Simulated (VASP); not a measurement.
Set up this calculation in VASP 6.6.1, as the native input.

```
Task                   : single point
Functional             : PBE
Potentials or basis    : VASP PAW PBE potentials, release 64 (P, C)
Cutoff                 : 520 eV
k mesh                 : 6 × 6 × 4
Occupations            : gaussian, width 0.1 eV
Spin                   : collinear spin
Starting moments       : [0.0, 0.0, 0.0, 0.0, 1.0, 1.0] μB
Dipole correction      : no
Further INCAR settings : ALGO = Normal; EDIFF = 1e-07; NBANDS = 27
```

The structure of P2C lies in POSCAR:

```
P2C
1.0
    2.8858172300      0.0000000000      0.0000000000
    0.0000000000      2.8858172300      0.0000000000
    0.0000000000      0.0000000000      7.3017669800
P C
4 2
Direct
    0.0000000000      0.5000000000      0.3813569400
    0.5000000000      0.0000000000      0.1186430600
    0.0000000000      0.5000000000      0.6186430600
    0.5000000000      0.0000000000      0.8813569400
    0.0000000000      0.0000000000      0.7500000000
    0.0000000000      0.0000000000      0.2500000000
```

The cell was generated, and may not be a known phase.

These files were run (other wordings do the same):

INCAR

```
SYSTEM = P2C
PREC = Accurate
ENCUT = 520
EDIFF = 1E-7
ISMEAR = 0
SIGMA = 0.1
LREAL = .FALSE.
LASPH = .TRUE.
NELM = 150
ALGO = Normal
ISIF = 2
LWAVE = .FALSE.
LCHARG = .FALSE.
ISPIN = 2
MAGMOM = 0 0 0 0 1 1
LORBIT = 11
GGA = PE
NBANDS = 27
```

KPOINTS

```
Automatic mesh
0
G
  6 6 4
  0 0 0
```

Potentials or basis: VASP PAW PBE potentials, release 64 (P, C).

The run is started by

```sh
$ cat potpaw_PBE.64/P/POTCAR potpaw_PBE.64/C/POTCAR > POTCAR
$ mpirun -np 1 vasp_std > vasp.out
```

Results of the run:

```yaml
Pressure: 82.4 GPa
Largest_force: 7.983 eV/Å
Band_gap_on_the_k_mesh: zero (filled and empty bands overlap)
Net_moment: 0.00 μB per cell
Valence_electrons_inside_the_program's_atomic_spheres: P 2.76; C 2.67
```

Caveat: the k points lie up to 0.36 Å⁻¹ apart, too coarse for converged energies and pressures of a metal; forces of over 1 eV/Å act on the atoms, so gaps and moduli don't describe the material at rest.

It took 84 s on 1 thread of Intel(R) Xeon(R) Platinum 8259CL CPU @ 2.50GHz (Skylake/Cascade Lake) (shared host), peak memory 0.23 GiB.
